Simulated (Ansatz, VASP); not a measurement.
YHg: VASP beside Ansatz

The input INCAR:

```
PREC = Accurate ; ENCUT = 520
EDIFF = 1E-8 ; ISMEAR = -1
SIGMA = 0.08 ; LREAL = False
LASPH = True ; NELM = 80
ALGO = Normal ; ISIF = 2
LWAVE = False ; LCHARG = False
GGA = CA ; LEFG = True
NBANDS = 18
```

The input KPOINTS:

```
regular mesh
0
Gamma
  11 11 11
```

File POSCAR:

```
YHg
1.0
    3.6572878460      0.0000000000      0.0000000000
    0.0000000000      3.6572878460      0.0000000000
    0.0000000000      0.0000000000      3.6572878460
Y Hg
1 1
Direct
    0.5000000000      0.5000000000      0.5000000000
    0.0000000000      0.0000000000      0.0000000000
```

Input for Ansatz:

```yaml
crystal:
  lattice:
    - [3.657287846, 0.0, 0.0]
    - [0.0, 3.657287846, 0.0]
    - [0.0, 0.0, 3.657287846]
  atoms:
    - { symbol: "Y", position: [0.5, 0.5, 0.5] }
    - { symbol: Hg, position: [0.0, 0.0, 0.0] }
kpoints:
  mp_grid: { grid: [11, 11, 11] }
scf:
  occupations: { method: fermi_dirac, width: 0.08 }
hamiltonian:
  xc: lda
  pseudopotentials: { kind: paw }
output:
  forces: true
  stress: true
  eigenvalues: true
  efg: { contact_densities: true }
  write_density: true
  write_potential: true
  elf: true
  volumetric_format: npy
```

Change from the starting cell: volume scaled by 0.98, PAW files.

Alike in both runs: task electric field gradients; functional LDA; k mesh 11 × 11 × 11; occupations fermi-dirac, width 0.08 eV; no spin polarisation.

|  | VASP | Ansatz |
| --- | --- | --- |
| version | VASP 6.6.1 | Ansatz 0.2.0 |
| potentials or method | VASP PAW LDA potentials, release 64 (Y_sv, Hg) | PAW with Ansatz's default frozen-core files, scalar-relativistic |
| plane-wave cutoff (eV) | 520 | 420 |
| valence electrons in the cell | 23 | 31 |

Ansatz gave:

* pressure (GPa): -2.1

Q: Estimate VASP's values.

A: Pressure (GPa): -1.9.

LDA's correlation is that of Perdew and Zunger in VASP and of Perdew and Wang (1992) in Ansatz. VASP's potentials hold 23 valence electrons a cell and Ansatz's 31, so a difference there can come from the potentials and not from the codes.

Spin-orbit coupling is off throughout.
